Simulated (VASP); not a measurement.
# Li (P2_1/m) in VASP: notebook

Li is run at these levels: PBEsol+D3(BJ); tasks: single point.

All numbers are computed with VASP 6.6.1; they aren't measurements. Logs are shortened: lines on timing, memory, paths and dates and some standing lists are left out, and cuts for length are marked.

## 1. The cell of the first run

It takes space group P2_1/m (No. 11, monoclinic). Conventional cell: a = 2.963 Å, b = 4.191 Å, c = 2.963 Å, α = 90.00°, β = 90.00°, γ = 90.00°. Within 3.3 Å of Li (site symmetry m) lie 8 Li at 2.47 to 2.96 Å.

## 2. Single point, PBEsol+D3(BJ) (mode 4 frozen in at -0.425 Å and mode 5 at -0.212 Å (largest displacements))

File INCAR:

```
PREC = Accurate
ENCUT = 520
EDIFF = 1E-6
ISMEAR = 0
SIGMA = 0.15
LREAL = False
LASPH = True
NELM = 100
ALGO = Fast
ISIF = 2
LWAVE = False
LCHARG = False
GGA = PS
IVDW = 12
NBANDS = 10
```

File KPOINTS:

```
regular mesh
0
Gamma
  16 16 10
```

File POSCAR:

```
Li
1.0
    0.0000000000     -2.0954789853     -2.0954789853
    0.0000000000      2.0954789853     -2.0954789853
    4.1909579706      0.0000000000      0.0000000000
Li
2
Direct
    0.6521131933      0.4492956022      0.5000000000
   -0.1521131933      0.0507043978      0.0000000000
```

Potentials or basis: VASP PAW PBE potentials, release 64 (Li_sv).

Run with:

```bash
$ cat potpaw_PBE.64/Li_sv/POTCAR > POTCAR
$ mpirun -np 1 vasp_std > vasp.out
```

OUTCAR:

```text
PREC = Accurate
   ENCUT = 520
   EDIFF = 1E-6
   ISMEAR = 0
   LREAL = False
   LASPH = True
   NELM = 100
   ISIF = 2
   GGA = PS
   IVDW = 12
 IVDW          = 12

 ion  position               nearest neighbor table
   1  0.652  0.449  0.500-   2 2.47   2 2.47
   2  0.848  0.051  0.000-   1 2.47   1 2.47

  LATTYP: Found a simple tetragonal cell.
 ALAT       =     2.9634548007
 C/A-ratio  =     1.4142135624

  Lattice vectors:

 A1 = (   0.0000000000,  -2.0954789853,  -2.0954789853)
 A2 = (   0.0000000000,   2.0954789853,  -2.0954789853)
 A3 = (   4.1909579706,   0.0000000000,   0.0000000000)

Analysis of symmetry for initial positions (statically):
=====================================================================
 Subroutine PRICEL returns:
 Original cell was already a primitive cell.

 Routine SETGRP: Setting up the symmetry group for a
 simple tetragonal supercell.

 Subroutine GETGRP returns: Found  4 space group operations
 (whereof  2 operations were pure point group operations)
 out of a pool of 16 trial point group operations.

The static configuration has the point symmetry C_1h.
 The point group associated with its full space group is C_2h.

Analysis of symmetry for dynamics (positions and initial velocities):
=====================================================================
 Subroutine PRICEL returns:
 Original cell was already a primitive cell.

 Routine SETGRP: Setting up the symmetry group for a
 simple tetragonal supercell.

 Subroutine GETGRP returns: Found  4 space group operations
 (whereof  2 operations were pure point group operations)
 out of a pool of 16 trial point group operations.

The dynamic configuration has the point symmetry C_1h.
 The point group associated with its full space group is C_2h.

 Subroutine INISYM returns: Found  4 space group operations
 (whereof  2 operations are pure point group operations),
 and found     1 'primitive' translations

----------------------------------------------------------------------------------------

                                     Primitive cell

  volume of cell :      36.8053

  direct lattice vectors                    reciprocal lattice vectors
     0.000000000 -2.095478985 -2.095478985     0.000000000 -0.238608931 -0.238608931
     0.000000000  2.095478985 -2.095478985     0.000000000  0.238608931 -0.238608931
[... 90 lines left out ...]
   NFREE  =      0    steps in history (QN), initial steepest desc. (CG)
   ISIF   =      2    stress and relaxation
   ISYM   =      2    0-nonsym 1-usesym 2-fastsym
   POTIM  = 0.5000    time-step for ionic-motion
   TEBEG  =    0.0;   TEEND  =   0.0 temperature during run
   PSTRESS=    0.0 pullay stress
   NELECT =       6.0000    total number of electrons
   NUPDOWN=      -1.0000    fix difference up-down
   EMIN   =  10.00;   EMAX   =-10.00  energy-range for DOS
   EFERMI =   0.00;   METHOD = LEGACY
   ISMEAR =     0;   SIGMA  =   0.15  broadening in eV -4-tet -1-fermi 0-gaus
   EFERMI_NEDOS =   21; number of points for ismear=-14 and -15
   IALGO  =     68    algorithm
   IMIX   =      4    mixing-type and parameters
     AMIX     =   0.40;   BMIX     =  1.00
     AMIX_MAG =   1.60;   BMIX_MAG =  1.00
  volume/ion in A,a.u.               =      18.40       124.19
  Fermi-wavevector in a.u.,A,eV,Ry     =   0.894311  1.690003 10.881835  0.799792
  Thomas-Fermi vector in A             =   2.016500
   LORBIT       =      0    0 simple, 1 ext, 2 COOP (PROOUT), +10 PAW based schemes
   GGA     = PS    functional components
   LHFCALC =     F    Hartree Fock is set to
   AEXX    =    0.0000 exact exchange contribution
   IVDW    =    12    specifies the selected vdW correction
   LEPSILON=     F    determine dielectric tensor
   LRPA    =     F    only Hartree local field effects (RPA)
 non-spin polarized calculation
 RMM-DIIS sequential band-by-band and
 Gauss-broadening in eV      SIGMA  =   0.15
  energy-cutoff  :      520.00
  volume of cell :       36.81
 maximum number of plane-waves:      1011
 NGX is ok and might be reduce to    24
   NGX = 11   NGY = 11   NGZ = 15

 number of electron       5.9999993 magnetization

 Free energy of the ion-electron system (eV)
  ---------------------------------------------------
  ext. energy  EPLUGINS =         0.00000000
  ---------------------------------------------------
  free energy    TOTEN  =        -3.63272350 eV

  energy without entropy =       -3.62416916  energy(sigma->0) =       -3.62844633

 E-fermi :   0.9502     XC(G=0):  -7.2554

 val. band max:        0.9430612386   @ k =  -0.4375   0.2500  -0.3000
 cond. band min:       0.9643771779   @ k =   0.5000   0.2500   0.2000
 fundamental gap:      0.0213159393
 Fermi energy:         0.9501900844

 k-point     1 :       0.0000    0.0000    0.0000
  band No.  band energies     occupation
      1     -45.1269      2.00000
      2     -45.0516      2.00000
      3      -2.7378      2.00000
      4       2.2894      0.00000
      5       6.0743      0.00000
      6       9.9221      0.00000
      7      10.5548      0.00000
      8      11.6570      0.00000
      9      13.3241      0.00000
     10      17.1538      0.00000
[... 287 lines left out ...]
 k-point    24 :       0.1875    0.0625    0.0000
  band No.  band energies     occupation
      1     -45.1224      2.00000
      2     -45.0497      2.00000
      3      -2.2633      2.00000
      4       2.9034      0.00000
      5       5.6562      0.00000
      6       7.2887      0.00000
      7       9.7402      0.00000
      8      13.0811      0.00000
      9      13.9034      0.00000
     10      15.0892      0.00000

 [... further k-points ...]

------------------------ aborting loop because EDIFF is reached ----------------------------------------

 Edisp (eV)   -0.32958

 E8    (eV) :    -0.2110

  FORCE on cell =-STRESS in cart. coord.  units (eV):
  Direction    XX          YY          ZZ          XY          YZ          ZX
  --------------------------------------------------------------------------------------
  -------------------------------------------------------------------------------------
  Total       1.23057    -0.36499    -0.56382     0.00000    -0.86910     0.00000
  in kB      53.56816   -15.88861   -24.54394     0.00000   -37.83312     0.00000
  external pressure =        4.38 kB  Pullay stress =        0.00 kB

 VOLUME and BASIS-vectors are now :
 -----------------------------------------------------------------------------
  energy-cutoff  :      520.00
  volume of cell :       36.81
      direct lattice vectors                 reciprocal lattice vectors
     0.000000000 -2.095478985 -2.095478985     0.000000000 -0.238608931 -0.238608931
     0.000000000  2.095478985 -2.095478985     0.000000000  0.238608931 -0.238608931
     4.190957971  0.000000000  0.000000000     0.238608931  0.000000000  0.000000000

 POSITION                                       TOTAL-FORCE (eV/Angst)
 -----------------------------------------------------------------------------------
      2.09548     -0.42500     -2.30798         0.000000      0.505125      0.047789
      0.00000     -1.67048     -1.88298         0.000000     -0.505125     -0.047789
 -----------------------------------------------------------------------------------
    total drift:                               -0.000000     -0.000000     -0.000000

  FREE ENERGIE OF THE ION-ELECTRON SYSTEM (eV)
  ---------------------------------------------------
  free  energy   TOTEN  =        -3.9622998182 eV

  energy  without entropy=       -3.9537454789  energy(sigma->0) =       -3.95802265
```

OSZICAR:

```text
N       E                     dE             d eps       ncg     rms          rms(c)
DAV:   1     0.151258891737E+02    0.15126E+02   -0.25817E+03 15616   0.549E+02
DAV:   2    -0.129271820237E+01   -0.16419E+02   -0.16037E+02 20076   0.100E+02
DAV:   3    -0.358542972902E+01   -0.22927E+01   -0.22732E+01 25112   0.305E+01
DAV:   4    -0.363757921937E+01   -0.52149E-01   -0.52058E-01 21132   0.462E+00
DAV:   5    -0.363798649149E+01   -0.40727E-03   -0.40725E-03 20570   0.423E-01    0.436E-01
RMM:   6    -0.363404619880E+01    0.39403E-02   -0.12040E-03 22112   0.231E-01    0.258E-01
RMM:   7    -0.363245624469E+01    0.15900E-02   -0.48505E-03 23191   0.466E-01    0.449E-02
RMM:   8    -0.363263373126E+01   -0.17749E-03   -0.14220E-03 26744   0.242E-01    0.853E-03
RMM:   9    -0.363270059656E+01   -0.66865E-04   -0.49787E-04 28012   0.133E-01    0.156E-02
RMM:  10    -0.363273094577E+01   -0.30349E-04   -0.14645E-04 26758   0.671E-02    0.461E-02
RMM:  11    -0.363272803949E+01    0.29063E-05   -0.41349E-05 27526   0.418E-02    0.319E-02
RMM:  12    -0.363272381424E+01    0.42252E-05   -0.10019E-05 24494   0.198E-02    0.181E-02
RMM:  13    -0.363272349533E+01    0.31892E-06   -0.29659E-06 20689   0.102E-02
   1 F= -.39622998E+01 E0= -.39580226E+01  d E =-.855434E-02
```

stdout:

```text
POSCAR found type information on POSCAR Li
 POSCAR found :  1 types and       2 ions
 scaLAPACK will be used
 -----------------------------------------------------------------------------
|                                                                             |
|                                                                             |
|     You enforced a specific xc type in the INCAR file but a different       |
|     I HOPE YOU KNOW WHAT YOU ARE DOING!                                     |
|                                                                             |
 -----------------------------------------------------------------------------

 LDA part: xc-table for (Slater+PW92), standard interpolation
 POSCAR, INCAR and KPOINTS ok, starting setup
 FFT: planning ... GRIDC
 FFT: planning ... GRID_SOFT
 FFT: planning ... GRID
 WAVECAR not read
 entering main loop
WARNING in EDDRMM: call to ZHEGV failed, returncode =   8  4      5
WARNING in EDDRMM: call to ZHEGV failed, returncode =   6  3      5
```

Wall time 2 min (1 thread of Intel Xeon Platinum 8488C (Sapphire Rapids), shared host); peak memory 0.32 GiB.

Results:

| Quantity | Value |
| --- | --- |
| Free energy | -3.9623 eV |
| Largest force | 0.507 eV/Å |
| Band gap on the k mesh | zero (band 3 reaches 3.72 eV, above the bottom of band 4 at -1.20 eV) |
| Dispersion energy per atom | -0.165 eV |

Forces in eV/Å, atoms in the order of the input:
```
Li   0.000  0.505  0.048
Li   0.000 -0.505 -0.048
```

Caveat: the cell differs from its parent crystal (mode 4 frozen in at -0.425 Å and mode 5 at -0.212 Å (largest displacements)); the cutoff is under 1.25 times the usual one of these potentials, so pressure, stress and relaxed cells hold a basis-set (Pulay) error; the PAW data sets were made with another functional, which shifts forces and pressure a little; pairwise dispersion overbinds metals, which lowers pressure and volume.

## 3. Single point, PBEsol+D3(BJ) (mode 4 frozen in at -0.319 Å and mode 5 at -0.212 Å (largest displacements))

File INCAR:

```
SYSTEM = Li
PREC = Accurate
ENCUT = 520
EDIFF = 1E-7
ISMEAR = 0
SIGMA = 0.15
LREAL = .False.
LASPH = .True.
NELM = 60
ALGO = Fast
ISIF = 2
LWAVE = .False.
LCHARG = .False.
GGA = PS
IVDW = 12
NBANDS = 10
```

File KPOINTS:

```
regular mesh
0
Gamma
  16 16 10
  0 0 0
```

File POSCAR:

```
Li
1.0
    0.0000000000     -2.0954789853     -2.0954789853
    0.0000000000      2.0954789853     -2.0954789853
    4.1909579706      0.0000000000      0.0000000000
Li
2
Direct
    0.6267729249      0.4746358707      0.5000000000
   -0.1267729249      0.0253641293      0.0000000000
```

Potentials or basis: VASP PAW PBE potentials, release 64 (Li_sv).

Run with:

```bash
$ cat potpaw_PBE.64/Li_sv/POTCAR > POTCAR
$ mpirun -np 1 vasp_std > vasp.out
```

It took 2.6 min on 1 thread of Intel Xeon Platinum 8488C (Sapphire Rapids), shared host; peak memory 0.31 GiB.

The run converged. Its results:

```
Free energy                : -4.0580 eV
Largest force              : 0.424 eV/Å
Band gap on the k mesh     : zero (band 3 reaches 3.84 eV, above the bottom of band 4 at -1.20 eV)
Dispersion energy per atom : -0.165 eV
```

Forces in eV/Å, atoms in the order of the input:
```
Li   0.000  0.391  0.164
Li   0.000 -0.391 -0.164
```

Levels at points of the mesh, in eV from the Fermi level:
| k point | band 1 | band 2 | band 3 | band 4 | band 5 | band 6 | band 7 |
| --- | --- | --- | --- | --- | --- | --- | --- |
| (0.00, 0.00, 0.00) | -45.96 | -45.90 | -3.68 | 1.43 | 5.11 | 8.87 | 10.01 |
| (0.50, 0.00, 0.00) | -45.95 | -45.90 | -1.19 | 0.35 | 4.42 | 7.22 | 7.23 |
| (0.00, 0.50, 0.00) | -45.93 | -45.92 | -0.77 | -0.44 | 5.31 | 5.96 | 8.43 |
| (0.50, 0.50, 0.00) | -45.92 | -45.91 | 1.76 | 2.03 | 3.85 | 4.44 | 8.11 |
| (0.00, 0.00, 0.50) | -45.93 | -45.93 | -2.14 | -2.14 | 10.60 | 10.60 | 10.90 |
| (0.50, 0.00, 0.50) | -45.92 | -45.92 | 0.20 | 0.20 | 2.67 | 2.67 | 13.14 |
| (0.00, 0.50, 0.50) | -45.92 | -45.92 | -0.18 | -0.18 | 3.28 | 3.28 | 13.40 |
| (0.50, 0.50, 0.50) | -45.92 | -45.92 | 2.91 | 2.91 | 3.84 | 3.84 | 5.50 |

Caveat: the cell differs from its parent crystal (mode 4 frozen in at -0.319 Å and mode 5 at -0.212 Å (largest displacements)); the cutoff is under 1.25 times the usual one of these potentials, so pressure, stress and relaxed cells hold a basis-set (Pulay) error; the PAW data sets were made with another functional, which shifts forces and pressure a little; pairwise dispersion overbinds metals, which lowers pressure and volume.
